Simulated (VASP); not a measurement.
# NiO (Fm-3m) in VASP: further runs

NiO is run at these levels: LDA+U, PBE+D3(BJ)+U, revPBE+D4+U, PBE+D4+U; tasks: single point.

Program: VASP 6.6.1. These are calculated values, not measurements. Logs are shortened: lines on timing, memory, paths and dates and some standing lists are left out, and cuts for length are marked.

### Step 1. The cell of the first run

The structure is cubic, space group Fm-3m (No. 225). The conventional cell has a = 4.197 Å, b = 4.197 Å, c = 4.197 Å, α = 90.00°, β = 90.00°, γ = 90.00°. Ni (site symmetry m-3m) has 6 O at 2.10 Å within 2.8 Å. Within 2.8 Å of O (site symmetry m-3m) lie 6 Ni at 2.10 Å.

### Step 2. Single point, LDA+U, collinear spin, ferromagnetic start (volume scaled by 1.04)

The input, INCAR:

```
SYSTEM = NiO
ALGO     = Normal         ! electronic algorithm
EDIFF    = 1E-6           ! SCF threshold, eV
ENCUT    = 600            ! plane-wave cutoff, eV
GGA_COMPAT= .False.      
ISIF     = 2              ! what is computed and relaxed
ISMEAR   = 0              ! smearing method
ISPIN    = 2              ! spin polarisation
LASPH    = .True.         ! aspherical terms in the spheres
LCHARG   = .False.        ! write CHGCAR
LDAU     = .True.         ! DFT+U
LDAUJ    = 0 0          
LDAUL    = 2 -1           ! shell
LDAUPRINT= 1            
LDAUTYPE = 2            
LDAUU    = 6.2 0          ! U, eV
LMAXMIX  = 4              ! l up to which the mixer works
LORBIT   = 11             ! projections on sites
LREAL    = .False.        ! projectors in reciprocal space
LWAVE    = .False.        ! write WAVECAR
MAGMOM   = 1.86 0.26      ! initial moments
NBANDS   = 19             ! bands
NELM     = 200            ! most SCF steps
PREC     = Accurate       ! precision mode
SIGMA    = 0.05           ! smearing width, eV
```

The input, KPOINTS:

```
k-points
0
Gamma
  10 10 10
  0 0 0
```

The input, POSCAR:

```
NiO
1.0
    0.0000000000      2.0986655543      2.0986655543
    2.0986655543      0.0000000000      2.0986655543
    2.0986655543      2.0986655543      0.0000000000
Ni O
1 1
Direct
    0.0000000000      0.0000000000      0.0000000000
    0.5000000000      0.5000000000      0.5000000000
```

Potentials or basis: VASP PAW LDA potentials, release 64 (Ni, O).

Command:

```sh
cat potpaw_LDA.64/Ni/POTCAR potpaw_LDA.64/O/POTCAR > POTCAR
mpirun -np 1 vasp_std > vasp.out
```

OUTCAR:

```text
SYSTEM = NiO
   EDIFF = 1E-6
   ENCUT = 600
   ISIF = 2
   ISMEAR = 0
   ISPIN = 2
   LASPH = .True.
   LORBIT = 11
   LREAL = .False.
   NELM = 200
   PREC = Accurate

 ion  position               nearest neighbor table
   1  0.000  0.000  0.000-   2 2.10   2 2.10   2 2.10   2 2.10   2 2.10   2 2.10
   2  0.500  0.500  0.500-   1 2.10   1 2.10   1 2.10   1 2.10   1 2.10   1 2.10

  LATTYP: Found a face centered cubic cell.
 ALAT       =     4.1973311086

  Lattice vectors:

 A1 = (   0.0000000000,   2.0986655543,   2.0986655543)
 A2 = (   2.0986655543,   0.0000000000,   2.0986655543)
 A3 = (   2.0986655543,   2.0986655543,   0.0000000000)

Analysis of symmetry for initial positions (statically):
=====================================================================
 Subroutine PRICEL returns:
 Original cell was already a primitive cell.

 Routine SETGRP: Setting up the symmetry group for a
 face centered cubic supercell.

 Subroutine GETGRP returns: Found 48 space group operations
 (whereof 48 operations were pure point group operations)
 out of a pool of 48 trial point group operations.

The static configuration has the point symmetry O_h .

Analysis of symmetry for dynamics (positions and initial velocities):
=====================================================================
 Subroutine PRICEL returns:
 Original cell was already a primitive cell.

 Routine SETGRP: Setting up the symmetry group for a
 face centered cubic supercell.

 Subroutine GETGRP returns: Found 48 space group operations
 (whereof 48 operations were pure point group operations)
 out of a pool of 48 trial point group operations.

The dynamic configuration has the point symmetry O_h .

Analysis of structural, dynamic, and magnetic symmetry:
=====================================================================
 Subroutine PRICEL returns:
 Original cell was already a primitive cell.

 Routine SETGRP: Setting up the symmetry group for a
 face centered cubic supercell.

 Subroutine GETGRP returns: Found 48 space group operations
 (whereof 48 operations were pure point group operations)
 out of a pool of 48 trial point group operations.

The overall configuration has the point symmetry O_h .

 Subroutine INISYM returns: Found 48 space group operations
 (whereof 48 operations are pure point group operations),
 and found     1 'primitive' translations

----------------------------------------------------------------------------------------

                                     Primitive cell

  volume of cell :      18.4867

  direct lattice vectors                    reciprocal lattice vectors
     0.000000000  2.098665554  2.098665554    -0.238246632  0.238246632  0.238246632
     2.098665554  0.000000000  2.098665554     0.238246632 -0.238246632  0.238246632
     2.098665554  2.098665554  0.000000000     0.238246632  0.238246632 -0.238246632

  length of vectors
     2.967961290  2.967961290  2.967961290     0.412655271  0.412655271  0.412655271

  position of ions in fractional coordinates (direct lattice)
     0.000000000  0.000000000  0.000000000
     0.500000000  0.500000000  0.500000000

  ion indices of the primitive-cell ions
   primitive index   ion index
                 1           1
                 2           2

----------------------------------------------------------------------------------------

 KPOINTS: k-points

Automatic generation of k-mesh.
 Grid dimensions read from file:
 generate k-points for:   10   10   10

 Generating k-lattice:

[... 56 lines left out ...]
   LNONCOLLINEAR =      F non collinear calculations
   LSORBIT =      F    spin-orbit coupling
   LASPH  =      T    aspherical Exc in radial PAW
   ENCUT  =  600.0 eV  44.10 Ry    6.64 a.u.   5.93  5.93  5.93*2*pi/ulx,y,z
   NELM   =    200;   NELMIN=  2; NELMDL= -5     # of ELM steps
   EDIFF  = 0.1E-05   stopping-criterion for ELM
   LREAL  =      F    real-space projection
   EDIFFG = 0.1E-04   stopping-criterion for IOM
   NSW    =      0    number of steps for IOM
[... 51 lines left out ...]
  o =  0.9808  v =  0.0000  0.0000  0.0000  0.0000  0.0000  0.0000  0.4093 -0.0000  0.9124 -0.0000      0.0000  0.0000  0.0000  0.0000  0.0000  0.0000  0.0000  0.0000  0.0000  0.0000
  o =  0.9808  v =  0.0000  0.0000  0.0000  0.0000  0.0000  0.0000  0.9124 -0.0000 -0.4093 -0.0000      0.0000  0.0000  0.0000  0.0000  0.0000  0.0000  0.0000  0.0000  0.0000  0.0000
  o =  0.9808  v =  0.0000  0.0000  0.0000  0.0000  0.0000  1.0000  0.0000  0.0000  0.0000  0.0000      0.0000  0.0000  0.0000  0.0000  0.0000  0.0000  0.0000  0.0000  0.0000  0.0000
  o =  0.9825  v =  0.0000 -0.2197  0.0000  0.9756  0.0000  0.0000  0.0000  0.0000  0.0000  0.0000      0.0000  0.0000  0.0000  0.0000  0.0000  0.0000  0.0000  0.0000  0.0000  0.0000
  o =  0.9825  v =  0.0000 -0.9756 -0.0000 -0.2197 -0.0000  0.0000  0.0000  0.0000  0.0000  0.0000      0.0000  0.0000  0.0000  0.0000  0.0000  0.0000  0.0000  0.0000  0.0000  0.0000
  o =  0.9825  v =  1.0000  0.0000  0.0000  0.0000  0.0000  0.0000  0.0000  0.0000  0.0000  0.0000      0.0000  0.0000  0.0000  0.0000  0.0000  0.0000  0.0000  0.0000  0.0000  0.0000
  o =  1.0358  v =  0.0000 -0.0000  0.0098 -0.0000  1.0000  0.0000  0.0000  0.0000  0.0000  0.0000      0.0000  0.0000  0.0000  0.0000  0.0000  0.0000  0.0000  0.0000  0.0000  0.0000
  o =  1.0358  v =  0.0000  0.0000 -1.0000  0.0000  0.0098  0.0000  0.0000  0.0000  0.0000  0.0000      0.0000  0.0000  0.0000  0.0000  0.0000  0.0000  0.0000  0.0000  0.0000  0.0000

 number of electron      16.0000010 magnetization       1.9999989

 Free energy of the ion-electron system (eV)
  ---------------------------------------------------
  ext. energy  EPLUGINS =         0.00000000
  ---------------------------------------------------
  free energy    TOTEN  =       -11.58007136 eV

  energy without entropy =      -11.58007136  energy(sigma->0) =      -11.58007136

 E-fermi :   6.5957     XC(G=0): -13.0662

 val. band max:        6.2942296546   @ k =   0.5000   0.0000   0.0000
 cond. band min:       8.1141119692   @ k =   0.0000   0.0000   0.0000
 fundamental gap:      1.8198823146
 Fermi energy:         6.5957376714

 spin component 1

 k-point     1 :       0.0000    0.0000    0.0000
  band No.  band energies     occupation
      1     -12.2914      1.00000
      2       0.4568      1.00000
      3       0.4568      1.00000
      4       1.3462      1.00000
      5       1.3462      1.00000
      6       1.3462      1.00000
[... 1049 lines left out ...]
     18      39.3618      0.00000
     19      39.4496      0.00000

 [... further k-points ...]
[... 5 lines left out ...]
  --------------------------------------------------------------------------------------
  -------------------------------------------------------------------------------------
  Total       -2.1967545     -2.1967545     -2.1967545     -0.0000000      0.0000000     -0.0000000
  in kB     -190.3848560   -190.3848560   -190.3848560     -0.0000000      0.0000000     -0.0000000
  external PRESSURE =    -190.3848560 kB  Pullay stress =       0.0000000 kB

 VOLUME and BASIS-vectors are now :
 -----------------------------------------------------------------------------
  energy-cutoff  :      600.00
  volume of cell :       18.49
      direct lattice vectors                 reciprocal lattice vectors
     0.000000000  2.098665554  2.098665554    -0.238246632  0.238246632  0.238246632
     2.098665554  0.000000000  2.098665554     0.238246632 -0.238246632  0.238246632
     2.098665554  2.098665554  0.000000000     0.238246632  0.238246632 -0.238246632

 POSITION                                       TOTAL-FORCE (eV/Angst)
 -----------------------------------------------------------------------------------
      0.00000      0.00000      0.00000        -0.000000      0.000000      0.000000
      2.09867      2.09867      2.09867         0.000000     -0.000000     -0.000000
 -----------------------------------------------------------------------------------
    total drift:                                0.000000     -0.000000     -0.000000

  FREE ENERGIE OF THE ION-ELECTRON SYSTEM (eV)
  ---------------------------------------------------
  free  energy   TOTEN  =       -11.5800713576 eV

  energy  without entropy=      -11.5800713576  energy(sigma->0) =      -11.58007136

 total charge

# of ion       s       p       d       tot
------------------------------------------
    1        0.344   0.419   8.250   9.013
    2        1.531   3.442   0.000   4.973
--------------------------------------------------
tot          1.875   3.861   8.250  13.986

 magnetization (x)

# of ion       s       p       d       tot
------------------------------------------
    1        0.010   0.013   1.757   1.781
    2        0.019   0.185   0.000   0.204
--------------------------------------------------
tot          0.029   0.199   1.757   1.985
```

It took 39 s on 1 thread of AMD EPYC 9R45 (Zen 5), shared host; peak memory 0.12 GiB.

Results:

```
Free energy                                           : -11.5801 eV
Pressure                                              : -19.0 GPa
Band gap on the k mesh                                : 1.82 eV, indirect (least direct gap 2.50 eV)
Net moment                                            : 2.00 μB per cell
Site moments                                          : Ni +1.78; O +0.20 μB
Valence electrons inside the program's atomic spheres : Ni 9.01; O 4.97
```

Eigenvalues of the final occupation matrices:
```csv
site,spin,trace,eigenvalues
site 1 d,1,5.02,0.98 0.98 0.98 1.04 1.04
site 1 d,2,3.26,0.16 0.16 0.98 0.98 0.98
```

Caveat: a cell with one magnetic atom can't hold antiferromagnetic order, which such compounds often take. The state reached can hang on the start; a lower one may exist.

### Step 3. Single point, PBE+D3(BJ)+U, collinear spin, ferromagnetic start (volume scaled by 0.96)

The input, INCAR:

```
SYSTEM = NiO
PREC = Accurate ; ENCUT = 600
EDIFF = 1E-6 ; ISMEAR = 0
SIGMA = 0.05 ; LREAL = .FALSE.
LASPH = .TRUE. ; NELM = 200
ALGO = Normal ; ISIF = 2
LWAVE = .FALSE. ; LCHARG = .FALSE.
ISPIN = 2 ; MAGMOM = 1.9 0.22
LORBIT = 11 ; LMAXMIX = 4
LDAU = .TRUE. ; LDAUTYPE = 2
LDAUL = 2 -1 ; LDAUU = 6.2 0
LDAUJ = 0 0 ; LDAUPRINT = 1
GGA = PE ; IVDW = 12
NBANDS = 19 ; GGA_COMPAT = .FALSE.
```

The input, KPOINTS:

```
regular mesh
0
G
  10 10 10
  0 0 0
```

The input, POSCAR:

```
NiO
1.0
    0.0000000000      2.0930603078      2.0930603078
    2.0930603078      0.0000000000      2.0930603078
    2.0930603078      2.0930603078      0.0000000000
Ni O
1 1
Direct
    0.0000000000      0.0000000000      0.0000000000
    0.5000000000      0.5000000000      0.5000000000
```

Potentials or basis: VASP PAW PBE potentials, release 64 (Ni, O).

Command:

```sh
cat potpaw_PBE.64/Ni/POTCAR potpaw_PBE.64/O/POTCAR > POTCAR
mpirun -np 1 vasp_std > vasp.out
```

Wall time 41 s (1 thread of AMD EPYC 9R45 (Zen 5), shared host); peak memory 0.14 GiB.

It converged, with:

```
Free energy                                           : -10.6958 eV
Pressure                                              : -2.3 GPa
Band gap on the k mesh                                : 2.54 eV, indirect (least direct gap 3.17 eV)
Net moment                                            : 2.00 μB per cell
Site moments                                          : Ni +1.82; O +0.17 μB
Valence electrons inside the program's atomic spheres : Ni 8.98; O 5.03
Dispersion energy per atom                            : -0.264 eV
```

Levels at points of the mesh, in eV from the valence-band top:
Spin up:
| k point | band 6 | band 7 | band 8 | band 9 | band 10 | band 11 | band 12 | band 13 |
| --- | --- | --- | --- | --- | --- | --- | --- | --- |
| (0.00, 0.00, 0.00) | -5.00 | -1.39 | -1.39 | -1.39 | 2.70 | 17.87 | 17.87 | 17.87 |
| (0.50, 0.00, 0.00) | -4.50 | -3.10 | 0.00 | 0.00 | 6.74 | 11.09 | 14.97 | 14.97 |
| (0.50, 0.50, 0.00) | -4.18 | -4.18 | -2.76 | -2.76 | 7.02 | 11.50 | 11.91 | 17.69 |
Spin down:
```
           k point  band 5  band 6  band 7  band 8  band 9  band 10
(0.00, 0.00, 0.00)   -1.05   -1.05   -1.05    2.54    2.54     3.05
(0.50, 0.00, 0.00)   -2.21   -1.97   -1.97    4.86    4.87     6.91
(0.50, 0.50, 0.00)   -3.11   -2.43   -2.43    2.98    3.43     7.66
```

Eigenvalues of the final occupation matrices:
| site | spin | trace | eigenvalues |
| --- | --- | --- | --- |
| site 1 d | 1 | 5.02 | 0.98 0.98 0.98 1.04 1.04 |
| site 1 d | 2 | 3.22 | 0.14 0.14 0.98 0.98 0.98 |

Caveat: three body term missing; a cell with one magnetic atom can't hold antiferromagnetic order, which such compounds often take. The state reached can hang on the start; a lower one may exist.

### Step 4. Single point, revPBE+D4+U, collinear spin, ferromagnetic start (volume scaled by 0.98)

The input, INCAR:

```
SYSTEM = NiO
ALGO = Normal ; EDIFF = 1E-6
ENCUT = 600 ; GGA = RE
GGA_COMPAT = .FALSE. ; ISIF = 2
ISMEAR = 0 ; ISPIN = 2
IVDW = 13 ; LASPH = .TRUE.
LCHARG = .FALSE. ; LDAU = .TRUE.
LDAUJ = 0 0 ; LDAUL = 2 -1
LDAUPRINT = 1 ; LDAUTYPE = 2
LDAUU = 6.2 0 ; LMAXMIX = 4
LORBIT = 11 ; LREAL = .FALSE.
LWAVE = .FALSE. ; MAGMOM = 1.9 0.22
NBANDS = 19 ; NELM = 200
PREC = Accurate ; SIGMA = 0.05
```

The input, KPOINTS:

```
k-points
0
G
  10 10 10
  0 0 0
```

The input, POSCAR:

```
NiO
1.0
    0.0000000000      2.1022778847      2.1022778847
    2.1022778847      0.0000000000      2.1022778847
    2.1022778847      2.1022778847      0.0000000000
Ni O
1 1
Direct
    0.0000000000      0.0000000000      0.0000000000
    0.5000000000      0.5000000000      0.5000000000
```

Command:

```sh
cat potpaw_PBE.64/Ni/POTCAR potpaw_PBE.64/O/POTCAR > POTCAR
mpirun -np 1 vasp_std > vasp.out
```

It took 44 s on 1 thread of AMD EPYC 9R45 (Zen 5), shared host; peak memory 0.13 GiB.

It converged, with:

| Property | Result |
| --- | --- |
| Free energy | -10.6334 eV |
| Pressure | 0.2 GPa |
| Band gap on the k mesh | 2.66 eV, indirect (least direct gap 3.26 eV) |
| Net moment | 2.00 μB per cell |
| Site moments | Ni +1.83; O +0.16 μB |
| Valence electrons inside the program's atomic spheres | Ni 8.95; O 5.03 |
| Dispersion energy per atom | -0.590 eV |

Levels at points of the mesh, in eV from the valence-band top:
Spin up:
| k point | band 5 | band 6 | band 7 | band 8 | band 9 | band 10 | band 11 | band 12 | band 13 | band 14 |
| --- | --- | --- | --- | --- | --- | --- | --- | --- | --- | --- |
| (0.00, 0.00, 0.00) | -5.00 | -5.00 | -1.33 | -1.33 | -1.33 | 2.66 | 17.86 | 17.86 | 17.86 | 19.01 |
| (0.50, 0.00, 0.00) | -4.52 | -4.52 | -3.11 | 0.00 | 0.00 | 6.76 | 11.04 | 14.95 | 14.95 | 20.73 |
| (0.50, 0.50, 0.00) | -5.14 | -4.21 | -4.21 | -2.67 | -2.67 | 7.01 | 11.52 | 11.89 | 17.62 | 17.62 |
Spin down:
```tsv
k point	band 4	band 5	band 6	band 7	band 8	band 9	band 10	band 11
(0.00, 0.00, 0.00)	-4.00	-0.99	-0.99	-0.99	2.66	2.66	3.01	18.10
(0.50, 0.00, 0.00)	-4.00	-2.22	-1.91	-1.91	4.91	4.92	6.93	11.50
(0.50, 0.50, 0.00)	-3.13	-3.13	-2.35	-2.35	3.10	3.51	7.67	11.78
```

Eigenvalues of the final occupation matrices:
| site | spin | trace | eigenvalues |
| --- | --- | --- | --- |
| site 1 d | 1 | 5.02 | 0.98 0.98 0.98 1.03 1.03 |
| site 1 d | 2 | 3.21 | 0.13 0.13 0.98 0.98 0.98 |

Caveat: the PAW data sets were made with another functional, which shifts forces and pressure a little; a cell with one magnetic atom can't hold antiferromagnetic order, which such compounds often take. A k mesh can miss the band edges.

### Step 5. Single point, PBE+D4+U, collinear spin, ferromagnetic start (volume scaled by 0.98)

The input, INCAR:

```
PREC = Accurate
ENCUT = 600
EDIFF = 1E-6
ISMEAR = 0
SIGMA = 0.05
LREAL = F
LASPH = T
NELM = 200
ALGO = Normal
ISIF = 2
LWAVE = F
LCHARG = T
ISPIN = 2
MAGMOM = 1.9 0.22
LORBIT = 11
LMAXMIX = 4
LDAU = T
LDAUTYPE = 2
LDAUL = 2 -1
LDAUU = 6.2 0
LDAUJ = 0 0
LDAUPRINT = 1
GGA = PE
IVDW = 13
LELF = T
LVHAR = T
NBANDS = 19
GGA_COMPAT = F
```

The input, KPOINTS:

```
Automatic mesh
0
Gamma
  10 10 10
```

The input, POSCAR:

```
NiO
1.0
    0.0000000000      2.1031129218      2.1031129218
    2.1031129218      0.0000000000      2.1031129218
    2.1031129218      2.1031129218      0.0000000000
Ni O
1 1
Direct
    0.0000000000      0.0000000000      0.0000000000
    0.5000000000      0.5000000000      0.5000000000
```

Command:

```sh
cat potpaw_PBE.64/Ni/POTCAR potpaw_PBE.64/O/POTCAR > POTCAR
mpirun -np 1 vasp_std > vasp.out
```

It took 47 s on 1 thread of AMD EPYC 9R45 (Zen 5), shared host; peak memory 0.13 GiB.

Results (log left out):

```yaml
Free_energy: -10.7755 eV
Pressure: 0.5 GPa
Band_gap_on_the_k_mesh: 2.56 eV, indirect (least direct gap 3.16 eV)
Net_moment: 2.00 μB per cell
Site_moments: Ni +1.82; O +0.17 μB
Valence_electrons_inside_the_program's_atomic_spheres: Ni 8.96; O 5.02
Dispersion_energy_per_atom: -0.304 eV
```

Levels at points of the mesh, in eV from the valence-band top:
Spin up:
| k point | band 7 | band 8 | band 9 | band 10 | band 11 | band 12 |
| --- | --- | --- | --- | --- | --- | --- |
| (0.00, 0.00, 0.00) | -1.34 | -1.34 | -1.34 | 2.62 | 17.80 | 17.80 |
| (0.50, 0.00, 0.00) | -3.10 | 0.00 | 0.00 | 6.70 | 10.96 | 14.87 |
| (0.50, 0.50, 0.00) | -4.19 | -2.68 | -2.68 | 6.92 | 11.47 | 11.81 |
Spin down:
| k point | band 3 | band 4 | band 5 | band 6 | band 7 | band 8 | band 9 | band 10 | band 11 | band 12 |
| --- | --- | --- | --- | --- | --- | --- | --- | --- | --- | --- |
| (0.00, 0.00, 0.00) | -3.99 | -3.99 | -1.00 | -1.00 | -1.00 | 2.56 | 2.56 | 2.96 | 18.06 | 18.06 |
| (0.50, 0.00, 0.00) | -3.99 | -3.99 | -2.21 | -1.93 | -1.93 | 4.83 | 4.83 | 6.88 | 11.41 | 15.26 |
| (0.50, 0.50, 0.00) | -4.70 | -3.12 | -3.11 | -2.36 | -2.36 | 3.00 | 3.42 | 7.57 | 11.75 | 12.07 |

Eigenvalues of the final occupation matrices:
```csv
site,spin,trace,eigenvalues
site 1 d,1,5.02,0.98 0.98 0.98 1.03 1.03
site 1 d,2,3.22,0.14 0.14 0.98 0.98 0.98
```

Caveat: a cell with one magnetic atom can't hold antiferromagnetic order, which such compounds often take.

### Step 6. The runs side by side

| level | potentials or basis | cell | gap on the mesh (eV) | pressure (GPa) | moment (μB) |
| --- | --- | --- | --- | --- | --- |
| LDA+U | VASP PAW LDA potentials, release 64 (Ni, O) | a = 2.968 Å, angles 60.0°, 2 atoms | 1.82 | -19.0 | 2.00 |
| PBE+D3(BJ)+U | VASP PAW PBE potentials, release 64 (Ni, O) | a = 2.960 Å, angles 60.0°, 2 atoms | 2.54 | -2.3 | 2.00 |
| revPBE+D4+U | VASP PAW PBE potentials, release 64 (Ni, O) | a = 2.973 Å, angles 60.0°, 2 atoms | 2.66 | 0.2 | 2.00 |
| PBE+D4+U | VASP PAW PBE potentials, release 64 (Ni, O) | a = 2.974 Å, angles 60.0°, 2 atoms | 2.56 | 0.5 | 2.00 |

Alike in all rows: task single point; spin collinear, ferromagnetic start; Ni d U = 6.2 eV; k mesh 10 × 10 × 10; cutoff (eV) 600; smearing gaussian 0.05 eV.

Caveats: a cell with one magnetic atom can't hold antiferromagnetic order, which such compounds often take; three body term missing (some runs); the PAW data sets were made with another functional, which shifts forces and pressure a little (some runs).

Absolute energies hang on the potentials; compare differences alone.
